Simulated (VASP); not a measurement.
# AlV2C (P6_3/mmc) in VASP: further runs, part 2 of 3

VASP 6.6.1. The steps go on from the part before.

## 4. Single point, PBEsol, collinear spin, ferromagnetic start

This run uses another cell than the first one, of 11.67 Å³/atom, 0.988 times its volume.

The input, INCAR:

```
SYSTEM = AlV2C
PREC     = Accurate       ! precision mode
ENCUT    = 520            ! plane-wave cutoff, eV
EDIFF    = 1E-6           ! SCF threshold, eV
ISMEAR   = -1             ! smearing method
SIGMA    = 0.05           ! smearing width, eV
LREAL    = .FALSE.        ! projectors in reciprocal space
LASPH    = .TRUE.         ! aspherical terms in the spheres
NELM     = 150            ! most SCF steps
ALGO     = Normal         ! electronic algorithm
ISIF     = 2              ! what is computed and relaxed
LWAVE    = .FALSE.        ! write WAVECAR
LCHARG   = .TRUE.         ! write CHGCAR
ISPIN    = 2              ! spin polarisation
MAGMOM   = 2 2 2 2 0 0 0 0 ! initial moments
LORBIT   = 11             ! projections on sites
LMAXMIX  = 4              ! l up to which the mixer works
GGA      = PS             ! functional
LELF     = .TRUE.         ! ELF
LVHAR    = .TRUE.       
NBANDS   = 47             ! bands
```

The input, KPOINTS:

```
Automatic mesh
0
G
  11 11 2
  0 0 0
```

The input, POSCAR:

```
AlV2C
1.0
    2.8767936534      0.0000000000      0.0000000000
   -1.4383968267      2.4913763853      0.0000000000
    0.0000000000      0.0000000000     13.0256740633
V Al C
4 2 2
Direct
    0.3333333333      0.6666666667      0.9146375429
    0.6666666667      0.3333333333      0.0853624571
    0.6666666667      0.3333333333      0.4146375429
    0.3333333333      0.6666666667      0.5853624571
    0.6666666667      0.3333333333      0.7500000000
    0.3333333333      0.6666666667      0.2500000000
    0.0000000000      0.0000000000      0.5000000000
    0.0000000000      0.0000000000      0.0000000000
```

Potentials or basis: VASP PAW PBE potentials, release 64 (V_sv, Al, C).

The run is started by

```console
$ cat potpaw_PBE.64/V_sv/POTCAR potpaw_PBE.64/Al/POTCAR potpaw_PBE.64/C/POTCAR > POTCAR
$ mpirun -np 1 vasp_std > vasp.out
```

OUTCAR:

```text
SYSTEM = AlV2C
   PREC = Accurate
   ENCUT = 520
   EDIFF = 1E-6
   ISMEAR = -1
   LREAL = .FALSE.
   LASPH = .TRUE.
   NELM = 150
   ISIF = 2
   ISPIN = 2
   LORBIT = 11
   GGA = PS

 ion  position               nearest neighbor table
   1  0.333  0.667  0.915-   8 2.00   8 2.00   8 2.00   5 2.71   5 2.71   5 2.71   2 2.78   2 2.78
                             2 2.78
   2  0.667  0.333  0.085-   8 2.00   8 2.00   8 2.00   6 2.71   6 2.71   6 2.71   1 2.78   1 2.78
                             1 2.78
   3  0.667  0.333  0.415-   7 2.00   7 2.00   7 2.00   6 2.71   6 2.71   6 2.71   4 2.78   4 2.78
                             4 2.78
   4  0.333  0.667  0.585-   7 2.00   7 2.00   7 2.00   5 2.71   5 2.71   5 2.71   3 2.78   3 2.78
                             3 2.78
   5  0.667  0.333  0.750-   1 2.71   4 2.71   1 2.71   4 2.71   1 2.71   4 2.71
   6  0.333  0.667  0.250-   2 2.71   3 2.71   2 2.71   3 2.71   2 2.71   3 2.71
   7  0.000  0.000  0.500-   3 2.00   4 2.00   3 2.00   4 2.00   3 2.00   4 2.00
   8  0.000  0.000  0.000-   1 2.00   2 2.00   2 2.00   1 2.00   2 2.00   1 2.00

  LATTYP: Found a hexagonal cell.
 ALAT       =     2.8767936534
 C/A-ratio  =     4.5278444104

  Lattice vectors:

 A1 = (   2.8767936534,   0.0000000000,   0.0000000000)
 A2 = (  -1.4383968267,   2.4913763853,   0.0000000000)
 A3 = (   0.0000000000,   0.0000000000,  13.0256740633)

Analysis of symmetry for initial positions (statically):
=====================================================================
 Subroutine PRICEL returns:
 Original cell was already a primitive cell.

 Routine SETGRP: Setting up the symmetry group for a
 hexagonal supercell.

 Subroutine GETGRP returns: Found 24 space group operations
 (whereof 12 operations were pure point group operations)
 out of a pool of 24 trial point group operations.

The static configuration has the point symmetry D_3d.
 The point group associated with its full space group is D_6h.

Analysis of symmetry for dynamics (positions and initial velocities):
=====================================================================
 Subroutine PRICEL returns:
 Original cell was already a primitive cell.

 Routine SETGRP: Setting up the symmetry group for a
 hexagonal supercell.

 Subroutine GETGRP returns: Found 24 space group operations
 (whereof 12 operations were pure point group operations)
 out of a pool of 24 trial point group operations.

The dynamic configuration has the point symmetry D_3d.
 The point group associated with its full space group is D_6h.

Analysis of structural, dynamic, and magnetic symmetry:
=====================================================================
 Subroutine PRICEL returns:
 Original cell was already a primitive cell.

 Routine SETGRP: Setting up the symmetry group for a
 hexagonal supercell.

 Subroutine GETGRP returns: Found 24 space group operations
 (whereof 12 operations were pure point group operations)
 out of a pool of 24 trial point group operations.

The overall configuration has the point symmetry D_3d.
 The point group associated with its full space group is D_6h.

 Subroutine INISYM returns: Found 24 space group operations
 (whereof 12 operations are pure point group operations),
 and found     1 'primitive' translations

----------------------------------------------------------------------------------------

                                     Primitive cell

  volume of cell :      93.3573
[... 116 lines left out ...]
   ISMEAR =    -1;   SIGMA  =   0.05  broadening in eV -4-tet -1-fermi 0-gaus
   EFERMI_NEDOS =   21; number of points for ismear=-14 and -15
   IALGO  =     38    algorithm
   IMIX   =      4    mixing-type and parameters
     AMIX     =   0.40;   BMIX     =  1.00
     AMIX_MAG =   1.60;   BMIX_MAG =  1.00
  volume/ion in A,a.u.               =      11.67        78.75
  Fermi-wavevector in a.u.,A,eV,Ry     =   1.458389  2.755956 28.938212  2.126899
  Thomas-Fermi vector in A             =   2.575079
   LORBIT       =     11    0 simple, 1 ext, 2 COOP (PROOUT), +10 PAW based schemes
   GGA     = PS    functional components
   LHFCALC =     F    Hartree Fock is set to
   AEXX    =    0.0000 exact exchange contribution
   IVDW    =     0    specifies the selected vdW correction
   LEPSILON=     F    determine dielectric tensor
   LRPA    =     F    only Hartree local field effects (RPA)
 spin polarized calculation
  energy-cutoff  :      520.00
  volume of cell :       93.36
 maximum number of plane-waves:      2557
 NGX is ok and might be reduce to    24
   NGX = 11   NGY = 11   NGZ = 49

 number of electron      66.0000019 magnetization       0.0015201

 Free energy of the ion-electron system (eV)
  ---------------------------------------------------
  ext. energy  EPLUGINS =         0.00000000
  ---------------------------------------------------
  free energy    TOTEN  =       -70.60122729 eV

  energy without entropy =      -70.57046131  energy(sigma->0) =      -70.58584430

 E-fermi :   9.6726     XC(G=0): -12.4090

 val. band max:        9.6396135929   @ k =   0.0909   0.0909   0.5000
 cond. band min:       9.6882625063   @ k =   0.0909   0.0909   0.0000
 fundamental gap:      0.0486489134
 Fermi energy:         9.6725653454

 spin component 1

 k-point     1 :       0.0000    0.0000    0.0000
  band No.  band energies     occupation
      1     -54.4260      1.00000
      2     -54.4259      1.00000
      3     -54.3577      1.00000
      4     -54.3577      1.00000
      5     -28.6099      1.00000
      6     -28.6074      1.00000
[... 1141 lines left out ...]
     44      13.8090      0.00000
     45      14.5868      0.00000

 [... further k-points ...]

 spin component 2

 k-point     1 :       0.0000    0.0000    0.0000
  band No.  band energies     occupation
      1     -54.4259      1.00000
      2     -54.4258      1.00000
      3     -54.3576      1.00000
      4     -54.3575      1.00000
      5     -28.6097      1.00000
      6     -28.6073      1.00000
[... 1141 lines left out ...]
     44      13.8091      0.00000
     45      14.5870      0.00000

 [... further k-points ...]

 [bands above 45 left out]

------------------------ aborting loop because EDIFF is reached ----------------------------------------

  FORCE on cell =-STRESS in cart. coord.  units (eV):
  Direction    XX          YY          ZZ          XY          YZ          ZX
  --------------------------------------------------------------------------------------
  -------------------------------------------------------------------------------------
  Total        0.2332053      0.2332053      0.2319756      0.0000000      0.0000000      0.0000000
  in kB        4.0022183      4.0022183      3.9811136      0.0000000      0.0000000      0.0000000
  external PRESSURE =       3.9951834 kB  Pullay stress =       0.0000000 kB

 VOLUME and BASIS-vectors are now :
 -----------------------------------------------------------------------------
  energy-cutoff  :      520.00
  volume of cell :       93.36
      direct lattice vectors                 reciprocal lattice vectors
     2.876793653  0.000000000  0.000000000     0.347609221  0.200692277  0.000000000
    -1.438396827  2.491376385  0.000000000     0.000000000  0.401384554  0.000000000
     0.000000000  0.000000000 13.025674063     0.000000000  0.000000000  0.076771459

 POSITION                                       TOTAL-FORCE (eV/Angst)
 -----------------------------------------------------------------------------------
     -0.00000      1.66092     11.91377         0.000000     -0.000000     -0.034590
      1.43840      0.83046      1.11190         0.000000      0.000000      0.034590
      1.43840      0.83046      5.40093        -0.000000     -0.000000     -0.034590
     -0.00000      1.66092      7.62474         0.000000     -0.000000      0.034590
      1.43840      0.83046      9.76926        -0.000000     -0.000000     -0.000000
     -0.00000      1.66092      3.25642        -0.000000     -0.000000     -0.000000
      0.00000      0.00000      6.51284        -0.000000     -0.000000     -0.000000
      0.00000      0.00000      0.00000        -0.000000     -0.000000     -0.000000
 -----------------------------------------------------------------------------------
    total drift:                               -0.000000      0.000000     -0.000000

  FREE ENERGIE OF THE ION-ELECTRON SYSTEM (eV)
  ---------------------------------------------------
  free  energy   TOTEN  =       -70.6012272938 eV

  energy  without entropy=      -70.5704613132  energy(sigma->0) =      -70.58584430

 total charge

# of ion       s       p       d       tot
------------------------------------------
    1        2.281   6.301   3.195  11.777
    2        2.281   6.301   3.195  11.777
    3        2.281   6.301   3.195  11.777
    4        2.281   6.301   3.195  11.777
    5        0.422   0.399   0.000   0.820
    6        0.422   0.399   0.000   0.820
    7        0.903   1.580   0.000   2.483
    8        0.903   1.580   0.000   2.483
--------------------------------------------------
tot         11.772  29.162  12.780  53.713

 magnetization (x)

# of ion       s       p       d       tot
------------------------------------------
    1        0.000  -0.000   0.000   0.000
    2        0.000  -0.000   0.000   0.000
    3        0.000  -0.000   0.000   0.000
    4        0.000  -0.000   0.000   0.000
    5        0.000   0.000   0.000   0.000
    6        0.000   0.000   0.000   0.000
    7       -0.000  -0.000   0.000  -0.000
    8       -0.000  -0.000   0.000  -0.000
--------------------------------------------------
tot          0.000  -0.000   0.000   0.000
```

Wall time 7.3 min (1 thread of AMD EPYC 7R43 (Zen 3), shared host); peak memory 0.36 GiB.

What came out:

* Free energy: -70.6012 eV
* Pressure: 0.4 GPa
* Largest force: 0.035 eV/Å
* Band gap on the k mesh: zero (filled and empty bands overlap)
* Net moment: 0.00 μB per cell
* Valence electrons inside the program's atomic spheres: V 11.78; Al 0.82; C 2.48

Forces on the atoms (eV/Å):
```
V    0.000  0.000 -0.035
V    0.000  0.000  0.035
V    0.000  0.000 -0.035
V    0.000  0.000  0.035
Al   0.000  0.000  0.000
Al   0.000  0.000  0.000
C    0.000  0.000  0.000
C    0.000  0.000  0.000
```

Levels at points of the mesh, in eV from the Fermi level:
Spin up:
| k point | band 29 | band 30 | band 31 | band 32 | band 33 | band 34 | band 35 | band 36 | band 37 | band 38 |
| --- | --- | --- | --- | --- | --- | --- | --- | --- | --- | --- |
| (0.00, 0.00, 0.00) | -0.94 | -0.63 | -0.29 | -0.29 | -0.27 | -0.27 | 0.61 | 0.61 | 0.65 | 0.65 |
| (0.00, 0.00, 0.50) | -0.76 | -0.76 | -0.28 | -0.28 | -0.28 | -0.28 | 0.63 | 0.63 | 0.63 | 0.63 |
Spin down:
```tsv
k point	band 31	band 32	band 33	band 34	band 35	band 36
(0.00, 0.00, 0.00)	-0.29	-0.29	-0.27	-0.27	0.61	0.61
(0.00, 0.00, 0.50)	-0.28	-0.28	-0.28	-0.28	0.63	0.63
```

Caveat: the PAW data sets were made with another functional, which shifts forces and pressure a little.

## 5. Single point, PBEsol, collinear spin, ferromagnetic start

The input, INCAR:

```
PREC = Accurate
ENCUT = 520
EDIFF = 1E-7
ISMEAR = -1
SIGMA = 0.05
LREAL = F
LASPH = T
NELM = 150
ALGO = Normal
ISIF = 2
LWAVE = F
LCHARG = F
ISPIN = 2
MAGMOM = 2 2 2 2 0 0 0 0
LORBIT = 11
LMAXMIX = 4
GGA = PS
NBANDS = 47
```

The input, KPOINTS:

```
Automatic mesh
0
Gamma
  11 11 2
```

The input, POSCAR:

```
AlV2C
1.0
    2.8875990726      0.0000000000      0.0000000000
   -1.4437995363      2.5007341528      0.0000000000
    0.0000000000      0.0000000000     13.1048231100
V Al C
4 2 2
Direct
    0.3333333333      0.6666666667      0.9136157800
    0.6666666667      0.3333333333      0.0863842200
    0.6666666667      0.3333333333      0.4136157800
    0.3333333333      0.6666666667      0.5863842200
    0.6666666667      0.3333333333      0.7500000000
    0.3333333333      0.6666666667      0.2500000000
    0.0000000000      0.0000000000      0.5000000000
    0.0000000000      0.0000000000      0.0000000000
```

Potentials or basis: VASP PAW PBE potentials, release 64 (V_sv, Al, C).

The run is started by

```console
$ cat potpaw_PBE.64/V_sv/POTCAR potpaw_PBE.64/Al/POTCAR potpaw_PBE.64/C/POTCAR > POTCAR
$ mpirun -np 1 vasp_std > vasp.out
```

OUTCAR:

```text
PREC = Accurate
   ENCUT = 520
   EDIFF = 1E-7
   ISMEAR = -1
   LREAL = F
   LASPH = T
   NELM = 150
   ISIF = 2
   ISPIN = 2
   LORBIT = 11
   GGA = PS

 ion  position               nearest neighbor table
   1  0.333  0.667  0.914-   8 2.02   8 2.02   8 2.02   5 2.72   5 2.72   5 2.72   2 2.81   2 2.81
                             2 2.81
   2  0.667  0.333  0.086-   8 2.02   8 2.02   8 2.02   6 2.72   6 2.72   6 2.72   1 2.81   1 2.81
                             1 2.81
   3  0.667  0.333  0.414-   7 2.02   7 2.02   7 2.02   6 2.72   6 2.72   6 2.72   4 2.81   4 2.81
                             4 2.81
   4  0.333  0.667  0.586-   7 2.02   7 2.02   7 2.02   5 2.72   5 2.72   5 2.72   3 2.81   3 2.81
                             3 2.81
   5  0.667  0.333  0.750-   1 2.72   4 2.72   1 2.72   4 2.72   1 2.72   4 2.72
   6  0.333  0.667  0.250-   2 2.72   3 2.72   2 2.72   3 2.72   2 2.72   3 2.72
   7  0.000  0.000  0.500-   3 2.02   4 2.02   4 2.02   3 2.02   3 2.02   4 2.02
   8  0.000  0.000  0.000-   1 2.02   2 2.02   1 2.02   2 2.02   2 2.02   1 2.02

  LATTYP: Found a hexagonal cell.
 ALAT       =     2.8875990726
 C/A-ratio  =     4.5383111646

  Lattice vectors:
[... 2540 lines left out ...]

 VOLUME and BASIS-vectors are now :
 -----------------------------------------------------------------------------
  energy-cutoff  :      520.00
  volume of cell :       94.63
      direct lattice vectors                 reciprocal lattice vectors
     2.887599073  0.000000000  0.000000000     0.346308464  0.199941285  0.000000000
    -1.443799536  2.500734153  0.000000000     0.000000000  0.399882570  0.000000000
     0.000000000  0.000000000 13.104823110     0.000000000  0.000000000  0.076307783

 POSITION                                       TOTAL-FORCE (eV/Angst)
 -----------------------------------------------------------------------------------
     -0.00000      1.66716     11.97277         0.000000      0.000000      0.445118
      1.44380      0.83358      1.13205        -0.000000     -0.000000     -0.445118
      1.44380      0.83358      5.42036         0.000000     -0.000000      0.445118
     -0.00000      1.66716      7.68446        -0.000000      0.000000     -0.445118
      1.44380      0.83358      9.82862        -0.000000      0.000000      0.000000
     -0.00000      1.66716      3.27621         0.000000     -0.000000     -0.000000
      0.00000      0.00000      6.55241        -0.000000      0.000000      0.000000
      0.00000      0.00000      0.00000        -0.000000      0.000000      0.000000
 -----------------------------------------------------------------------------------
    total drift:                               -0.000000      0.000000     -0.000000

  FREE ENERGIE OF THE ION-ELECTRON SYSTEM (eV)
  ---------------------------------------------------
  free  energy   TOTEN  =       -70.5775106592 eV

  energy  without entropy=      -70.5454787886  energy(sigma->0) =      -70.56149472

 total charge

# of ion       s       p       d       tot
------------------------------------------
    1        2.275   6.290   3.169  11.735
    2        2.275   6.290   3.169  11.735
    3        2.275   6.290   3.169  11.735
    4        2.275   6.290   3.169  11.735
    5        0.422   0.396   0.000   0.817
    6        0.422   0.396   0.000   0.817
    7        0.899   1.562   0.000   2.461
    8        0.899   1.562   0.000   2.461
--------------------------------------------------
tot         11.741  29.077  12.677  53.495

 magnetization (x)

# of ion       s       p       d       tot
------------------------------------------
    1        0.000   0.000   0.000   0.000
    2        0.000   0.000   0.000   0.000
    3        0.000   0.000   0.000   0.000
    4        0.000   0.000   0.000   0.000
    5        0.000   0.000   0.000   0.000
    6        0.000   0.000   0.000   0.000
    7        0.000   0.000   0.000   0.000
    8        0.000   0.000   0.000   0.000
--------------------------------------------------
tot          0.000   0.000   0.000   0.000
```

stdout:

```text
POSCAR found type information on POSCAR V AlC
 POSCAR found :  3 types and       8 ions
 scaLAPACK will be used
 -----------------------------------------------------------------------------
|                                                                             |
|                                                                             |
|     You enforced a specific xc type in the INCAR file but a different       |
|     I HOPE YOU KNOW WHAT YOU ARE DOING!                                     |
|                                                                             |
 -----------------------------------------------------------------------------

 LDA part: xc-table for (Slater+PW92), standard interpolation
 POSCAR, INCAR and KPOINTS ok, starting setup
 FFT: planning ... GRIDC
 FFT: planning ... GRID_SOFT
 FFT: planning ... GRID
 WAVECAR not read
 entering main loop
```

It took 5.1 min on 1 thread of AMD EPYC 9R14 (Zen 4), shared host; peak memory 0.36 GiB.

Results:

| Quantity | Value |
| --- | --- |
| Free energy | -70.5775 eV |
| Pressure | -3.5 GPa |
| Largest force | 0.445 eV/Å |
| Band gap on the k mesh | zero (filled and empty bands overlap) |
| Net moment | 0.00 μB per cell |
| Valence electrons inside the program's atomic spheres | V 11.73; Al 0.82; C 2.46 |

Forces in eV/Å, atoms in the order of the input:
```
V    0.000  0.000  0.445
V    0.000  0.000 -0.445
V    0.000  0.000  0.445
V    0.000  0.000 -0.445
Al   0.000  0.000  0.000
Al   0.000  0.000  0.000
C    0.000  0.000  0.000
C    0.000  0.000  0.000
```

Caveat: the PAW data sets were made with another functional, which shifts forces and pressure a little.

(Part 2 of 3 ends here.)
